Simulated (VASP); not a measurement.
# ZnO (P6_3mc) in VASP: notebook

ZnO is run at these levels: PBE; tasks: single point.

Everything below comes from runs of VASP 6.6.1. Logs are shortened: lines on timing, memory, paths and dates and some standing lists are left out, and cuts for length are marked.

**1. The cell of the first run**

The structure is hexagonal, space group P6_3mc (No. 186). Conventional cell: a = 3.272 Å, b = 3.272 Å, c = 10.630 Å, α = 90.00°, β = 90.00°, γ = 120.00°. Within 2.6 Å of Zn (site symmetry 3m) lie 4 O at 2.00 Å. Within 2.6 Å of Zn (site symmetry 3m) lie 4 O at 2.00 to 2.01 Å. O (site symmetry 3m) has 4 Zn at 2.00 Å within 2.6 Å. O (site symmetry 3m) has 4 Zn at 2.00 to 2.01 Å within 2.6 Å.

**2. Single point, PBE**

INCAR reads:

```
ALGO     = Normal         # electronic algorithm
EDIFF    = 1E-7           # SCF threshold, eV
ENCUT    = 520            # plane-wave cutoff, eV
GGA      = PE             # functional
ISIF     = 2              # what is computed and relaxed
ISMEAR   = 0              # smearing method
LASPH    = True           # aspherical terms in the spheres
LCHARG   = False          # write CHGCAR
LREAL    = False          # projectors in reciprocal space
LWAVE    = False          # write WAVECAR
NBANDS   = 46             # bands
NELM     = 100            # most SCF steps
PREC     = Accurate       # precision mode
SIGMA    = 0.02           # smearing width, eV
```

KPOINTS reads:

```
k-points
0
Gamma
  12 12 4
```

POSCAR reads:

```
ZnO
1.0
    3.2718123184      0.0000000289      0.0000000000
   -1.6359061842      2.8334725697      0.0000000000
    0.0000000000      0.0000000000     10.6299960000
Zn O
4 4
Direct
    0.6666666667      0.3333333333      0.8441010000
    0.3333333333      0.6666666667      0.3441010000
    0.0000000000      0.0000000000      0.5943080000
    0.0000000000      0.0000000000      0.0943080000
    0.6666666667      0.3333333333      0.6559160000
    0.3333333333      0.6666666667      0.1559160000
    0.0000000000      0.0000000000      0.4056750000
    0.0000000000      0.0000000000      0.9056750000
```

Potentials or basis: VASP PAW PBE potentials, release 64 (Zn, O).

Launch:

```
$ cat potpaw_PBE.64/Zn/POTCAR potpaw_PBE.64/O/POTCAR > POTCAR
$ mpirun -np 1 vasp_std > vasp.out
```

OUTCAR:

```text
EDIFF = 1E-7
   ENCUT = 520
   GGA = PE
   ISIF = 2
   ISMEAR = 0
   LASPH = True
   LREAL = False
   NELM = 100
   PREC = Accurate

 ion  position               nearest neighbor table
   1  0.667  0.333  0.844-   8 2.00   8 2.00   8 2.00   5 2.00
   2  0.333  0.667  0.344-   7 2.00   7 2.00   7 2.00   6 2.00
   3  0.000  0.000  0.594-   5 2.00   5 2.00   5 2.00   7 2.01
   4  0.000  0.000  0.094-   6 2.00   6 2.00   6 2.00   8 2.01
   5  0.667  0.333  0.656-   3 2.00   3 2.00   3 2.00   1 2.00
   6  0.333  0.667  0.156-   4 2.00   4 2.00   4 2.00   2 2.00
   7  0.000  0.000  0.406-   2 2.00   2 2.00   2 2.00   3 2.01
   8  0.000  0.000  0.906-   1 2.00   1 2.00   1 2.00   4 2.01

  LATTYP: Found a hexagonal cell.
 ALAT       =     3.2718123184
 C/A-ratio  =     3.2489626438

  Lattice vectors:

 A1 = (   3.2718123184,   0.0000000289,   0.0000000000)
 A2 = (  -1.6359061842,   2.8334725697,   0.0000000000)
 A3 = (   0.0000000000,   0.0000000000,  10.6299960000)

Analysis of symmetry for initial positions (statically):
=====================================================================
 Subroutine PRICEL returns:
 Original cell was already a primitive cell.

 Routine SETGRP: Setting up the symmetry group for a
 hexagonal supercell.

 Subroutine GETGRP returns: Found 12 space group operations
 (whereof  6 operations were pure point group operations)
 out of a pool of 24 trial point group operations.

The static configuration has the point symmetry C_3v.
 The point group associated with its full space group is C_6v.

Analysis of symmetry for dynamics (positions and initial velocities):
=====================================================================
 Subroutine PRICEL returns:
 Original cell was already a primitive cell.

 Routine SETGRP: Setting up the symmetry group for a
 hexagonal supercell.

 Subroutine GETGRP returns: Found 12 space group operations
 (whereof  6 operations were pure point group operations)
 out of a pool of 24 trial point group operations.

The dynamic configuration has the point symmetry C_3v.
 The point group associated with its full space group is C_6v.

 Subroutine INISYM returns: Found 12 space group operations
 (whereof  6 operations are pure point group operations),
 and found     1 'primitive' translations

----------------------------------------------------------------------------------------

                                     Primitive cell

  volume of cell :      98.5463

  direct lattice vectors                    reciprocal lattice vectors
     3.271812318  0.000000029  0.000000000     0.305641002  0.176461918  0.000000000
    -1.635906184  2.833472570  0.000000000    -0.000000003  0.352923831  0.000000000
     0.000000000  0.000000000 10.629996000     0.000000000  0.000000000  0.094073413

  length of vectors
     3.271812318  3.271812318 10.629996000     0.352923831  0.352923831  0.094073413

  position of ions in fractional coordinates (direct lattice)
     0.666666667  0.333333333  0.844101000
     0.333333333  0.666666667  0.344101000
     0.000000000  0.000000000  0.594308000
     0.000000000  0.000000000  0.094308000
     0.666666667  0.333333333  0.655916000
     0.333333333  0.666666667  0.155916000
     0.000000000  0.000000000  0.405675000
     0.000000000  0.000000000  0.905675000

  ion indices of the primitive-cell ions
   primitive index   ion index
                 1           1
                 2           2
                 3           3
                 4           4
                 5           5
                 6           6
                 7           7
                 8           8

----------------------------------------------------------------------------------------

 KPOINTS: k-points

Automatic generation of k-mesh.
 Grid dimensions read from file:
 generate k-points for:   12   12    4

 Generating k-lattice:

  Cartesian coordinates                     Fractional coordinates (reciprocal lattice)
     0.025470083  0.014705160  0.000000000     0.083333333  0.000000000  0.000000000
    -0.000000000  0.029410319  0.000000000     0.000000000  0.083333333  0.000000000
     0.000000000  0.000000000  0.023518353     0.000000000  0.000000000  0.250000000

  Length of vectors
     0.029410319  0.029410319  0.023518353

  Shift w.r.t. Gamma in fractional coordinates (k-lattice)
     0.000000000  0.000000000  0.000000000

 Subroutine IBZKPT returns following result:
 ===========================================

 Found     57 irreducible k-points:

 Following reciprocal coordinates:
            Coordinates               Weight
  0.000000  0.000000  0.000000      1.000000
  0.083333  0.000000  0.000000      6.000000
  0.166667  0.000000  0.000000      6.000000
  0.250000 -0.000000  0.000000      6.000000
  0.333333 -0.000000  0.000000      6.000000
  0.416667 -0.000000  0.000000      6.000000
[... 16 lines left out ...]
  0.250000 -0.000000  0.250000     12.000000
  0.333333 -0.000000  0.250000     12.000000
 [... further k-points ...]
   k-points           NKPTS =     57   k-points in BZ     NKDIM =     57   number of bands    NBANDS=     46
   number of dos      NEDOS =    301   number of ions     NIONS =      8
   total plane-waves  NPLWV =  46080
   dimension x,y,z NGX =    24 NGY =   24 NGZ =   80
   dimension x,y,z NGXF=    48 NGYF=   48 NGZF=  160
   ions per type =               4   4
   NGX,Y,Z   is equivalent  to a cutoff of  12.19, 12.19, 12.51 a.u.
   NGXF,Y,Z  is equivalent  to a cutoff of  24.39, 24.39, 25.02 a.u.
 SYSTEM =  unknown system
   PREC   = accura    normal or accurate (medium, high low for compatibility)
   ISTART =      0    job   : 0-new  1-cont  2-samecut
   ICHARG =      2    charge: 1-file 2-atom 10-const
   ISPIN  =      1    spin polarized calculation?
   LNONCOLLINEAR =      F non collinear calculations
   LSORBIT =      F    spin-orbit coupling
   LASPH  =      T    aspherical Exc in radial PAW
   ENCUT  =  520.0 eV  38.22 Ry    6.18 a.u.   6.08  6.08 19.76*2*pi/ulx,y,z
   NELM   =    100;   NELMIN=  2; NELMDL= -5     # of ELM steps
   EDIFF  = 0.1E-06   stopping-criterion for ELM
   LREAL  =      F    real-space projection
   EDIFFG = 0.1E-05   stopping-criterion for IOM
   NSW    =      0    number of steps for IOM
   IBRION =     -1    ionic relax: 0-MD 1-quasi-New 2-CG
   NFREE  =      0    steps in history (QN), initial steepest desc. (CG)
   ISIF   =      2    stress and relaxation
   ISYM   =      2    0-nonsym 1-usesym 2-fastsym
   POTIM  = 0.5000    time-step for ionic-motion
   TEBEG  =    0.0;   TEEND  =   0.0 temperature during run
   PSTRESS=    0.0 pullay stress
   NELECT =      72.0000    total number of electrons
   NUPDOWN=      -1.0000    fix difference up-down
   EMIN   =  10.00;   EMAX   =-10.00  energy-range for DOS
   EFERMI =   0.00;   METHOD = LEGACY
   ISMEAR =     0;   SIGMA  =   0.02  broadening in eV -4-tet -1-fermi 0-gaus
   EFERMI_NEDOS =   21; number of points for ismear=-14 and -15
   IALGO  =     38    algorithm
   IMIX   =      4    mixing-type and parameters
     AMIX     =   0.40;   BMIX     =  1.00
     AMIX_MAG =   1.60;   BMIX_MAG =  1.00
  volume/ion in A,a.u.               =      12.32        83.13
  Fermi-wavevector in a.u.,A,eV,Ry     =   1.474480  2.786363 29.580300  2.174091
  Thomas-Fermi vector in A             =   2.589246
   LORBIT       =      0    0 simple, 1 ext, 2 COOP (PROOUT), +10 PAW based schemes
   GGA     = PE    functional components
   LHFCALC =     F    Hartree Fock is set to
   AEXX    =    0.0000 exact exchange contribution
   IVDW    =     0    specifies the selected vdW correction
   LEPSILON=     F    determine dielectric tensor
   LRPA    =     F    only Hartree local field effects (RPA)
 non-spin polarized calculation
 Gauss-broadening in eV      SIGMA  =   0.02
  energy-cutoff  :      520.00
  volume of cell :       98.55
 maximum number of plane-waves:      2694
   NGX = 13   NGY = 13   NGZ = 39

 number of electron      72.0000096 magnetization

 Free energy of the ion-electron system (eV)
  ---------------------------------------------------
  ext. energy  EPLUGINS =         0.00000000
  ---------------------------------------------------
  free energy    TOTEN  =       -35.69360757 eV

  energy without entropy =      -35.69360757  energy(sigma->0) =      -35.69360757

 E-fermi :   0.9773     XC(G=0): -10.7335

 val. band max:        0.8981263747   @ k =   0.0000   0.0000   0.0000
 cond. band min:       1.5712791594   @ k =   0.0000   0.0000   0.0000
 fundamental gap:      0.6731527847
 Fermi energy:         0.9773228195

 k-point     1 :       0.0000    0.0000    0.0000
  band No.  band energies     occupation
      1     -16.9193      2.00000
      2     -16.6130      2.00000
      3     -16.5882      2.00000
      4     -16.2628      2.00000
      5      -4.8463      2.00000
      6      -4.8098      2.00000
[... 38 lines left out ...]
     45      13.7269      0.00000
     46      13.8530      0.00000

 k-point     2 :       0.0833    0.0000    0.0000
  band No.  band energies     occupation
      1     -16.8833      2.00000
      2     -16.5857      2.00000
      3     -16.5609      2.00000
      4     -16.2463      2.00000
      5      -4.8635      2.00000
      6      -4.8301      2.00000
[... 38 lines left out ...]
     45      13.2968      0.00000
     46      13.5799      0.00000

 k-point     3 :       0.1667    0.0000    0.0000
  band No.  band energies     occupation
      1     -16.7817      2.00000
      2     -16.5101      2.00000
      3     -16.4855      2.00000
      4     -16.2022      2.00000
      5      -4.9157      2.00000
      6      -4.8811      2.00000
[... 38 lines left out ...]
     45      12.3017      0.00000
     46      12.5339      0.00000

 k-point     4 :       0.2500   -0.0000    0.0000
  band No.  band energies     occupation
      1     -16.6346      2.00000
      2     -16.4049      2.00000
      3     -16.3805      2.00000
      4     -16.1461      2.00000
      5      -4.9830      2.00000
      6      -4.9425      2.00000
[... 920 lines left out ...]
     45      12.2457      0.00000
     46      12.6870      0.00000

 k-point    23 :       0.2500   -0.0000    0.2500
  band No.  band energies     occupation
      1     -16.6165      2.00000
      2     -16.4866      2.00000
      3     -16.2981      2.00000
      4     -16.1649      2.00000
      5      -4.9738      2.00000
      6      -4.9310      2.00000
[... 38 lines left out ...]
     45      11.5278      0.00000
     46      12.1814      0.00000

 k-point    24 :       0.3333   -0.0000    0.2500
  band No.  band energies     occupation
      1     -16.4591      2.00000
      2     -16.3580      2.00000
      3     -16.2129      2.00000
      4     -16.1129      2.00000
      5      -5.0221      2.00000
      6      -4.9702      2.00000
[... 38 lines left out ...]
     45      11.2607      0.00000
     46      12.0140      0.00000

 [... further k-points ...]
[... 5 lines left out ...]
  --------------------------------------------------------------------------------------
  -------------------------------------------------------------------------------------
  Total        0.5463416      0.5463416      0.5492241      0.0000000      0.0000000      0.0000000
  in kB        8.8824824      8.8824824      8.9293462      0.0000000      0.0000000      0.0000000
  external PRESSURE =       8.8981037 kB  Pullay stress =       0.0000000 kB

 VOLUME and BASIS-vectors are now :
 -----------------------------------------------------------------------------
  energy-cutoff  :      520.00
  volume of cell :       98.55
      direct lattice vectors                 reciprocal lattice vectors
     3.271812318  0.000000029  0.000000000     0.305641002  0.176461918  0.000000000
    -1.635906184  2.833472570  0.000000000    -0.000000003  0.352923831  0.000000000
     0.000000000  0.000000000 10.629996000     0.000000000  0.000000000  0.094073413

 POSITION                                       TOTAL-FORCE (eV/Angst)
 -----------------------------------------------------------------------------------
      1.63591      0.94449      8.97279         0.000000     -0.000000      0.001334
     -0.00000      1.88898      3.65779        -0.000000      0.000000      0.001334
      0.00000      0.00000      6.31749         0.000000     -0.000000     -0.001554
      0.00000      0.00000      1.00249         0.000000      0.000000     -0.001554
      1.63591      0.94449      6.97238         0.000000      0.000000     -0.001349
     -0.00000      1.88898      1.65739         0.000000     -0.000000     -0.001349
      0.00000      0.00000      4.31232        -0.000000     -0.000000      0.001569
      0.00000      0.00000      9.62732         0.000000      0.000000      0.001569
 -----------------------------------------------------------------------------------
    total drift:                                0.000001      0.000002     -0.000291

  FREE ENERGIE OF THE ION-ELECTRON SYSTEM (eV)
  ---------------------------------------------------
  free  energy   TOTEN  =       -35.6936075666 eV

  energy  without entropy=      -35.6936075666  energy(sigma->0) =      -35.69360757
```

Run time: 4.8 min. Hardware: 1 thread of Intel Xeon Platinum 8259CL at 2.50GHz (Skylake/Cascade Lake), shared host; peak memory 0.32 GiB.

What came out:

```
Free energy            : -35.6936 eV
Pressure               : 0.9 GPa
Band gap on the k mesh : 0.67 eV
```

Levels at points of the mesh, in eV from the valence-band top:
| k point | band 34 | band 35 | band 36 | band 37 | band 38 | band 39 |
| --- | --- | --- | --- | --- | --- | --- |
| (0.00, 0.00, 0.00) | -0.04 | 0.00 | 0.00 | 0.67 | 3.21 | 3.36 |
| (0.50, 0.00, 0.00) | -1.34 | -0.91 | -0.78 | 5.31 | 5.33 | 6.15 |
| (0.00, 0.00, 0.50) | -0.11 | -0.11 | -0.11 | 1.79 | 1.79 | 4.61 |
| (0.50, 0.00, 0.50) | -1.17 | -0.96 | -0.96 | 5.59 | 5.59 | 5.96 |

Caveat: semilocal functionals underestimate gaps, and a narrow one can read as zero. A k mesh can miss the band edges.

**3. Single point, PBE (12.69 Å³/atom)**

This run uses another cell than the first one, of 12.69 Å³/atom.

INCAR reads:

```
SYSTEM = ZnO
ALGO = Normal
EDIFF = 1E-6
ENCUT = 520
GGA = PE
ISIF = 2
ISMEAR = 0
LASPH = .TRUE.
LCHARG = .TRUE.
LELF = .TRUE.
LREAL = .FALSE.
LVHAR = .TRUE.
LWAVE = .FALSE.
NBANDS = 46
NELM = 100
PREC = Accurate
SIGMA = 0.02
```

KPOINTS reads:

```
k-points
0
G
  12 12 4
  0 0 0
```

POSCAR, as its differences from that of step 2:

```diff
@@ -2,5 +2,5 @@
 1.0
-    3.2718123184      0.0000000289      0.0000000000
-   -1.6359061842      2.8334725697      0.0000000000
-    0.0000000000      0.0000000000     10.6299960000
+    3.3042086066      0.0000000292      0.0000000000
+   -1.6521043286      2.8615285781      0.0000000000
+    0.0000000000      0.0000000000     10.7352503303
 Zn O
```

Potentials or basis: VASP PAW PBE potentials, release 64 (Zn, O).

Launch:

```
$ cat potpaw_PBE.64/Zn/POTCAR potpaw_PBE.64/O/POTCAR > POTCAR
$ mpirun -np 1 vasp_std > vasp.out
```

It took 5.6 min on 1 thread of Intel Xeon Platinum 8259CL at 2.50GHz (Skylake/Cascade Lake), shared host; peak memory 0.35 GiB.

It converged, with:

- Free energy: -35.6779 eV
- Pressure: -2.8 GPa
- Largest force: 0.003 eV/Å
- Band gap on the k mesh: 0.63 eV

Forces on the atoms (eV/Å):
```
Zn   0.000  0.000 -0.003
Zn   0.000  0.000 -0.003
Zn   0.000  0.000  0.003
Zn   0.000  0.000  0.003
O    0.000  0.000  0.000
O    0.000  0.000  0.000
O    0.000  0.000 -0.001
O    0.000  0.000 -0.001
```

Levels at points of the mesh, in eV from the valence-band top:
```csv
k point,band 32,band 33,band 34,band 35,band 36,band 37,band 38,band 39,band 40,band 41
"(0.00, 0.00, 0.00)",-0.35,-0.35,-0.03,0.00,0.00,0.63,3.14,3.29,5.10,7.84
"(0.50, 0.00, 0.00)",-1.37,-1.35,-1.28,-0.87,-0.74,5.23,5.27,6.10,6.28,7.64
"(0.00, 0.00, 0.50)",-0.62,-0.10,-0.10,-0.10,-0.10,1.75,1.75,4.51,4.51,8.42
"(0.50, 0.00, 0.50)",-1.83,-1.12,-1.12,-0.92,-0.92,5.50,5.50,5.92,5.92,7.78
```

Caveat: semilocal functionals underestimate gaps, and a narrow one can read as zero. A k mesh can miss the band edges.

**4. Single point, PBE (13.06 Å³/atom)**

This run uses another cell than the first one, of 13.06 Å³/atom.

INCAR reads:

```
PREC = Accurate ; ENCUT = 520
EDIFF = 1E-6 ; ISMEAR = 0
SIGMA = 0.02 ; LREAL = F
LASPH = T ; NELM = 80
ALGO = Normal ; ISIF = 2
LWAVE = F ; LCHARG = T
GGA = PE ; LELF = T
LVHAR = T ; NBANDS = 46
```

KPOINTS reads:

```
regular mesh
0
Gamma
  12 12 4
```

POSCAR reads:

```
ZnO
1.0
    3.3358548843      0.0000000295      0.0000000000
   -1.6679274677      2.8889350584      0.0000000000
    0.0000000000      0.0000000000     10.8393049100
Zn O
4 4
Direct
    0.6666666667      0.3333333333      0.8440701303
    0.3333333333      0.6666666667      0.3440701303
    0.0000000000      0.0000000000      0.5943333439
    0.0000000000      0.0000000000      0.0943333439
    0.6666666667      0.3333333333      0.6559224312
    0.3333333333      0.6666666667      0.1559224312
    0.0000000000      0.0000000000      0.4056740946
    0.0000000000      0.0000000000      0.9056740946
```

Launch:

```
$ cat potpaw_PBE.64/Zn/POTCAR potpaw_PBE.64/O/POTCAR > POTCAR
$ mpirun -np 1 vasp_std > vasp.out
```

It took 5.5 min on 1 thread of Intel Xeon Platinum 8259CL at 2.50GHz (Skylake/Cascade Lake), shared host; peak memory 0.36 GiB.

It converged, with:

```yaml
Free_energy: -35.5994 eV
Pressure: -5.9 GPa
Band_gap_on_the_k_mesh: 0.59 eV
```

Forces on the atoms (eV/Å):
```
Zn   0.000  0.000 -0.003
Zn   0.000  0.000 -0.003
Zn   0.000  0.000  0.003
Zn   0.000  0.000  0.003
O    0.000  0.000  0.001
O    0.000  0.000  0.001
O    0.000  0.000 -0.001
O    0.000  0.000 -0.001
```

Levels at points of the mesh, in eV from the valence-band top:
```
           k point  band 32  band 33  band 34  band 35  band 36  band 37  band 38  band 39  band 40  band 41
(0.00, 0.00, 0.00)    -0.33    -0.33    -0.03     0.00     0.00     0.59     3.08     3.22     4.99     7.75
(0.50, 0.00, 0.00)    -1.31    -1.29    -1.23    -0.83    -0.71     5.13     5.23     6.05     6.18     7.57
(0.00, 0.00, 0.50)    -0.59    -0.10    -0.10    -0.10    -0.10     1.70     1.70     4.41     4.41     8.32
(0.50, 0.00, 0.50)    -1.75    -1.08    -1.08    -0.88    -0.88     5.40     5.40     5.87     5.87     7.67
```

Caveat: the cell stands under tension; semilocal functionals underestimate gaps, and a narrow one can read as zero. A k mesh can miss the band edges.

**5. The runs side by side**

| cell | gap on the mesh (eV) | pressure (GPa) |
| --- | --- | --- |
| a = 3.272, b = 3.272, c = 10.630 Å, angles 90.0, 90.0, 120.0°, 8 atoms | 0.67 | 0.9 |
| a = 3.304, b = 3.304, c = 10.735 Å, angles 90.0, 90.0, 120.0°, 8 atoms | 0.63 | -2.8 |
| a = 3.336, b = 3.336, c = 10.839 Å, angles 90.0, 90.0, 120.0°, 8 atoms | 0.59 | -5.9 |

Alike in all rows: task single point; level PBE; potentials or basis VASP PAW PBE potentials, release 64 (Zn, O); no spin polarisation; k mesh 12 × 12 × 4; cutoff (eV) 520; smearing gaussian 0.02 eV.

Caveats: semilocal functionals underestimate gaps, and a narrow one can read as zero; the cell stands under tension (at least some runs).

Absolute energies hang on the potentials; compare differences alone.
